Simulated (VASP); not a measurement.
# MgO (P6_3/mmc) in VASP: further runs

Runs on MgO. Level: PBEsol. Tasks: relaxation of cell and atoms.

All numbers are computed with VASP 6.6.1; they aren't measurements. Logs are shortened: lines on timing, memory, paths and dates and some standing lists are left out, and cuts for length are marked.

## Step 1: The cell of the first run

The structure is hexagonal, space group P6_3/mmc (No. 194). Conventional cell: a = 3.486 Å, b = 3.486 Å, c = 4.178 Å, α = 90.00°, β = 90.00°, γ = 120.00°. Within 2.7 Å of Mg (site symmetry -6m2) lie 5 O at 2.01 to 2.09 Å. O (site symmetry -6m2) has 5 Mg at 2.01 to 2.09 Å within 2.7 Å.

## Step 2: Relaxation of cell and atoms, PBEsol, target pressure 10 GPa, at which the enthalpy is minimised

INCAR reads:

```
SYSTEM = MgO
ALGO = Normal ; EDIFF = 1E-6
EDIFFG = -0.01 ; ENCUT = 600
GGA = PS ; IBRION = 2
ISIF = 3 ; ISMEAR = -1
LASPH = .True. ; LCHARG = .False.
LREAL = .False. ; LWAVE = .False.
NELM = 100 ; NSW = 80
PREC = Accurate ; PSTRESS = 100.0
SIGMA = 0.01
```

KPOINTS reads:

```
k-points
0
Gamma
  6 6 4
  0 0 0
```

POSCAR reads:

```
MgO
1.0
    3.4863780000      0.0000000000      0.0000000000
   -1.7431890000      3.0192920000      0.0000000000
    0.0000000000      0.0000000000      4.1780410000
Mg O
2 2
Direct
    0.6666666667      0.3333333333      0.7500000000
    0.3333333333      0.6666666667      0.2500000000
    0.6666666667      0.3333333333      0.2500000000
    0.3333333333      0.6666666667      0.7500000000
```

Potentials or basis: VASP PAW PBE potentials, release 64 (Mg, O).

The run is started by

```sh
> cat potpaw_PBE.64/Mg/POTCAR potpaw_PBE.64/O/POTCAR > POTCAR
> mpirun -np 1 vasp_std > vasp.out
```

OUTCAR:

```text
SYSTEM = MgO
   EDIFF = 1E-6
   EDIFFG = -0.01
   ENCUT = 600
   GGA = PS
   IBRION = 2
   ISIF = 3
   ISMEAR = -1
   LASPH = .True.
   LREAL = .False.
   NELM = 100
   NSW = 80
   PREC = Accurate
   PSTRESS = 100.0

 ion  position               nearest neighbor table
   1  0.667  0.333  0.750-   4 2.01   4 2.01   4 2.01   3 2.09   3 2.09   2 2.90   2 2.90   2 2.90
                             2 2.90   2 2.90   2 2.90
   2  0.333  0.667  0.250-   3 2.01   3 2.01   3 2.01   4 2.09   4 2.09   1 2.90   1 2.90   1 2.90
                             1 2.90   1 2.90   1 2.90
   3  0.667  0.333  0.250-   2 2.01   2 2.01   2 2.01   1 2.09   1 2.09
   4  0.333  0.667  0.750-   1 2.01   1 2.01   1 2.01   2 2.09   2 2.09

  LATTYP: Found a hexagonal cell.
 ALAT       =     3.4863780000
 C/A-ratio  =     1.1983901344

  Lattice vectors:

 A1 = (   3.4863780000,   0.0000000000,   0.0000000000)
 A2 = (  -1.7431890000,   3.0192920000,   0.0000000000)
 A3 = (   0.0000000000,   0.0000000000,   4.1780410000)

Analysis of symmetry for initial positions (statically):
=====================================================================
 Subroutine PRICEL returns:
 Original cell was already a primitive cell.

 Routine SETGRP: Setting up the symmetry group for a
 hexagonal supercell.

 Subroutine GETGRP returns: Found 24 space group operations
 (whereof 12 operations were pure point group operations)
 out of a pool of 24 trial point group operations.

The static configuration has the point symmetry D_3d.
 The point group associated with its full space group is D_6h.

Analysis of symmetry for dynamics (positions and initial velocities):
=====================================================================
 Subroutine PRICEL returns:
 Original cell was already a primitive cell.

 Routine SETGRP: Setting up the symmetry group for a
 hexagonal supercell.

 Subroutine GETGRP returns: Found 24 space group operations
 (whereof 12 operations were pure point group operations)
 out of a pool of 24 trial point group operations.

The dynamic configuration has the point symmetry D_3d.
 The point group associated with its full space group is D_6h.

 Subroutine INISYM returns: Found 24 space group operations
 (whereof 12 operations are pure point group operations),
 and found     1 'primitive' translations

----------------------------------------------------------------------------------------

[... 82 lines left out ...]
 SYSTEM =  MgO
   PREC   = accura    normal or accurate (medium, high low for compatibility)
   ISTART =      0    job   : 0-new  1-cont  2-samecut
   ICHARG =      2    charge: 1-file 2-atom 10-const
   ISPIN  =      1    spin polarized calculation?
   LNONCOLLINEAR =      F non collinear calculations
   LSORBIT =      F    spin-orbit coupling
   LASPH  =      T    aspherical Exc in radial PAW
   ENCUT  =  600.0 eV  44.10 Ry    6.64 a.u.   6.96  6.96  8.34*2*pi/ulx,y,z
   NELM   =    100;   NELMIN=  2; NELMDL= -5     # of ELM steps
   EDIFF  = 0.1E-05   stopping-criterion for ELM
   LREAL  =      F    real-space projection
   EDIFFG = -.1E-01   stopping-criterion for IOM
   NSW    =     80    number of steps for IOM
   IBRION =      2    ionic relax: 0-MD 1-quasi-New 2-CG
   NFREE  =      1    steps in history (QN), initial steepest desc. (CG)
   ISIF   =      3    stress and relaxation
   ISYM   =      2    0-nonsym 1-usesym 2-fastsym
   POTIM  = 0.5000    time-step for ionic-motion
   TEBEG  =    0.0;   TEEND  =   0.0 temperature during run
   PSTRESS=  100.0 pullay stress
   NELECT =      16.0000    total number of electrons
   NUPDOWN=      -1.0000    fix difference up-down
   EMIN   =  10.00;   EMAX   =-10.00  energy-range for DOS
   EFERMI =   0.00;   METHOD = LEGACY
   ISMEAR =    -1;   SIGMA  =   0.01  broadening in eV -4-tet -1-fermi 0-gaus
   EFERMI_NEDOS =   21; number of points for ismear=-14 and -15
   IALGO  =     38    algorithm
   IMIX   =      4    mixing-type and parameters
     AMIX     =   0.40;   BMIX     =  1.00
     AMIX_MAG =   1.60;   BMIX_MAG =  1.00
  volume/ion in A,a.u.               =      10.99        74.20
  Fermi-wavevector in a.u.,A,eV,Ry     =   1.168685  2.208494 18.583166  1.365824
  Thomas-Fermi vector in A             =   2.305168
   LORBIT       =      0    0 simple, 1 ext, 2 COOP (PROOUT), +10 PAW based schemes
   GGA     = PS    functional components
   LHFCALC =     F    Hartree Fock is set to
   AEXX    =    0.0000 exact exchange contribution
   IVDW    =     0    specifies the selected vdW correction
   LEPSILON=     F    determine dielectric tensor
   LRPA    =     F    only Hartree local field effects (RPA)
 conjugate gradient relaxation of ions
 non-spin polarized calculation
  energy-cutoff  :      600.00
  volume of cell :       43.98
 maximum number of plane-waves:      1485
 NGX is ok and might be reduce to    28
   NGX = 13   NGY = 13   NGZ = 17

--------------------------------------- Ionic step        1  -------------------------------------------

 number of electron      15.9999998 magnetization

 Free energy of the ion-electron system (eV)
  ---------------------------------------------------
  ext. energy  EPLUGINS =         0.00000000
  ---------------------------------------------------
  free energy    TOTEN  =       -24.76386382 eV

  energy without entropy =      -24.76386382  energy(sigma->0) =      -24.76386382

------------------------ aborting loop because EDIFF is reached ----------------------------------------

  FORCE on cell =-STRESS in cart. coord.  units (eV):
  Direction    XX          YY          ZZ          XY          YZ          ZX
  --------------------------------------------------------------------------------------
  -------------------------------------------------------------------------------------
  Total        0.1378130      0.1378130      0.2169912      0.0000000      0.0000000      0.0000000
  in kB        5.0205166      5.0205169      7.9049739      0.0000000      0.0000000      0.0000000
  external PRESSURE =     -94.0179975 kB  Pullay stress =     100.0000000 kB
[... 227 lines left out ...]
--------------------------------------- Ionic step        7  -------------------------------------------

 number of electron      16.0000000 magnetization

 Free energy of the ion-electron system (eV)
  ---------------------------------------------------
  ext. energy  EPLUGINS =         0.00000000
  ---------------------------------------------------
  free energy    TOTEN  =       -24.68334393 eV

  energy without entropy =      -24.68334393  energy(sigma->0) =      -24.68334393

 E-fermi :   2.5363     XC(G=0): -10.5920

 val. band max:        2.3035514003   @ k =   0.0000   0.0000   0.0000
 cond. band min:       5.9235135437   @ k =   0.0000   0.0000   0.0000
 fundamental gap:      3.6199621435
 Fermi energy:         2.5362979338

 k-point     1 :       0.0000    0.0000    0.0000
  band No.  band energies     occupation
      1     -14.8567      2.00000
      2     -13.2666      2.00000
      3      -1.6319      2.00000
      4       0.4253      2.00000
      5       0.4253      2.00000
      6       1.3968      2.00000
      7       1.3968      2.00000
      8       2.3036      2.00000
      9       5.9235      0.00000
     10      12.1720      0.00000
     11      14.8551      0.00000
     12      15.1562      0.00000
[... 333 lines left out ...]
  energy  without entropy=      -24.6833439292  energy(sigma->0) =      -24.68334393

  enthalpy is  TOTEN    =       -22.1001329319 eV   P V=        2.5832109972

 reached required accuracy - stopping structural energy minimisation
```

CONTCAR:

```text
MgO
   1.00000000000000
     3.4117422812254055    0.0000000000000000    0.0000000000000000
    -1.7058711406127027    2.9546555819435407    0.0000000000000000
     0.0000000000000000   -0.0000000000000000    4.1057016032331202
  Mg              O
     2     2
Direct
     0.6666666667000030    0.3333333332999970    0.7500000000000000
     0.3333333332999970    0.6666666667000030    0.2500000000000000
     0.6666666667000030    0.3333333332999970    0.2500000000000000
     0.3333333332999970    0.6666666667000030    0.7500000000000000

  0.00000000E+00  0.00000000E+00  0.00000000E+00
  0.00000000E+00  0.00000000E+00  0.00000000E+00
  0.00000000E+00  0.00000000E+00  0.00000000E+00
  0.00000000E+00  0.00000000E+00  0.00000000E+00
```

Run time: 93 s. Hardware: 1 thread of Intel Xeon 8259CL, shared host; peak memory 0.18 GiB.

Results:

| Item | Value |
| --- | --- |
| Free energy | -24.6833 eV |
| Relaxed volume | 10.35 Å³/atom |
| Relaxed cell | a = 3.412 Å, b = 3.412 Å, c = 4.106 Å, α = 90.00°, β = 90.00°, γ = 120.00° |
| Space group after relaxing (to 0.1 Å) | P6_3/mmc (No. 194) |
| Energy change on relaxing (the run minimises the enthalpy) | +20.1 meV/atom |
| Ionic steps | 7 |
| Pressure after relaxing | 9.9 GPa |
| Band gap on the k mesh | 3.62 eV |

The path:
```tsv
step	energy change (eV)	largest force (eV/Å)	pressure (GPa)	volume (Å³)
1	0.0000	0.0000	0.60	43.98
2	0.1929	0.0000	16.19	40.00
3	0.0824	0.0000	10.00	41.36
4	0.0857	0.0000	10.20	41.31
5	0.0858	0.0000	10.22	41.30
6	0.0859	0.0000	10.22	41.30
7	0.0805	0.0000	9.86	41.39
```

Final structure:
```cif
data_structure
_symmetry_space_group_name_H-M 'P 1'
_symmetry_Int_Tables_number 1
_cell_length_a 3.4117
_cell_length_b 3.4117
_cell_length_c 4.1057
_cell_angle_alpha 90.000
_cell_angle_beta 90.000
_cell_angle_gamma 120.000
_cell_volume 41.39
loop_
_atom_site_label
_atom_site_type_symbol
_atom_site_fract_x
_atom_site_fract_y
_atom_site_fract_z
_atom_site_occupancy
Mg1 Mg 0.66667 0.33333 0.75000 1
Mg2 Mg 0.33333 0.66667 0.25000 1
O1 O 0.66667 0.33333 0.25000 1
O2 O 0.33333 0.66667 0.75000 1
```

Levels at points of the mesh, in eV from the valence-band top:
```
           k point  band 6  band 7  band 8  band 9  band 10  band 11
(0.00, 0.00, 0.00)   -0.91   -0.91    0.00    3.62     9.87    12.55
(0.50, 0.00, 0.00)   -2.10   -1.42   -0.58    7.02     9.63     9.82
(0.00, 0.00, 0.50)   -1.42   -1.42   -1.42    6.67     6.67    13.21
(0.50, 0.00, 0.50)   -1.67   -0.92   -0.92    7.38     7.38    12.57
```

Caveat: the cell is relaxed towards a set pressure, so the run minimises the enthalpy, not the energy; the PAW data sets were made with another functional, which shifts forces and pressure a little.

## Step 3: Relaxation of cell and atoms, PBEsol, target pressure 20 GPa, at which the enthalpy is minimised

INCAR reads:

```
SYSTEM = MgO
PREC = Accurate
ENCUT = 600
EDIFF = 1E-7
ISMEAR = -1
SIGMA = 0.01
LREAL = .False.
LASPH = .True.
NELM = 60
ALGO = Normal
ISIF = 3
LWAVE = .False.
LCHARG = .False.
GGA = PS
IBRION = 2
NSW = 80
EDIFFG = -0.01
PSTRESS = 200.0
```

KPOINTS reads:

```
Automatic mesh
0
Gamma
  6 6 4
  0 0 0
```

POSCAR is that of step 2.

Potentials or basis: VASP PAW PBE potentials, release 64 (Mg, O).

The run is started by

```sh
> cat potpaw_PBE.64/Mg/POTCAR potpaw_PBE.64/O/POTCAR > POTCAR
> mpirun -np 1 vasp_std > vasp.out
```

Wall time 2 min (1 thread of Intel Xeon 8259CL, shared host); peak memory 0.18 GiB.

It converged, with:

* Free energy: -24.4874 eV
* Relaxed volume: 9.81 Å³/atom
* Relaxed cell: a = 3.350 Å, b = 3.350 Å, c = 4.038 Å, α = 90.00°, β = 90.00°, γ = 120.00°
* Space group after relaxing (to 0.1 Å): P6_3/mmc (No. 194)
* Energy change on relaxing (the run minimises the enthalpy): +69.1 meV/atom
* Ionic steps: 8
* Pressure after relaxing: 20.0 GPa
* Band gap on the k mesh: 3.90 eV

Step by step:
```tsv
step	energy change (eV)	largest force (eV/Å)	pressure (GPa)	volume (Å³)
1	0.0000	0.0000	0.58	43.98
2	0.8804	0.0000	41.41	36.03
3	0.2707	0.0000	19.76	39.31
4	0.2819	0.0000	20.26	39.22
5	0.2823	0.0000	20.26	39.21
6	0.2825	0.0000	20.26	39.21
7	0.2718	0.0000	19.80	39.29
8	0.2765	0.0000	20.01	39.25
```

Final structure:
```cif
data_structure
_symmetry_space_group_name_H-M 'P 1'
_symmetry_Int_Tables_number 1
_cell_length_a 3.3504
_cell_length_b 3.3504
_cell_length_c 4.0379
_cell_angle_alpha 90.000
_cell_angle_beta 90.000
_cell_angle_gamma 120.000
_cell_volume 39.25
loop_
_atom_site_label
_atom_site_type_symbol
_atom_site_fract_x
_atom_site_fract_y
_atom_site_fract_z
_atom_site_occupancy
Mg1 Mg 0.66667 0.33333 0.75000 1
Mg2 Mg 0.33333 0.66667 0.25000 1
O1 O 0.66667 0.33333 0.25000 1
O2 O 0.33333 0.66667 0.75000 1
```

Levels at points of the mesh, in eV from the valence-band top:
| k point | band 6 | band 7 | band 8 | band 9 | band 10 | band 11 |
| --- | --- | --- | --- | --- | --- | --- |
| (0.00, 0.00, 0.00) | -0.99 | -0.99 | 0.00 | 3.90 | 10.31 | 12.97 |
| (0.50, 0.00, 0.00) | -2.20 | -1.51 | -0.62 | 7.18 | 9.95 | 10.19 |
| (0.00, 0.00, 0.50) | -1.52 | -1.52 | -1.52 | 6.96 | 6.96 | 13.58 |
| (0.50, 0.00, 0.50) | -1.77 | -1.01 | -1.01 | 7.57 | 7.57 | 13.20 |

Caveat: the cell is relaxed towards a set pressure, so the run minimises the enthalpy, not the energy; the PAW data sets were made with another functional, which shifts forces and pressure a little.
